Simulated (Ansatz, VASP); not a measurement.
# Two plane-wave programs on TaN

```
Ta N
1.0
     0.00000    2.27489    2.27489
     2.27489    0.00000    2.27489
     2.27489    2.27489    0.00000
Ta N
1 1
Direct
  0.50000 0.50000 0.50000
  0.00000 0.00000 0.00000
```

Change from the starting cell: strain +0.030 along x and y, +0.030 along z, atoms carried along.

Alike in both runs: task single point; functional PBE; k mesh 24 × 24 × 24; occupations gaussian, width 0.15 eV; no spin polarisation.

```csv
,VASP,Ansatz
version,VASP 6.6.1,Ansatz 0.2.0
potentials or method,"VASP PAW PBE potentials, release 64 (Ta_pv, N), cutoff 520 eV","scalar-relativistic, plane waves, PAW"
valence electrons in the cell,16,18
```

VASP gave:

```
gap on the k mesh at the Fermi level (eV) : none
pressure (GPa)                            : -23.5
```

What did Ansatz give for the same quantities?

gap on the k mesh at the Fermi level (eV): none; pressure (GPa): -24.0.

A gap of «none» marks a metal or a gap that the smearing closes. VASP's potentials hold 16 valence electrons a cell and Ansatz's 18, so a difference there can come from the potentials and not from the codes.

Neither program's run includes spin-orbit coupling.
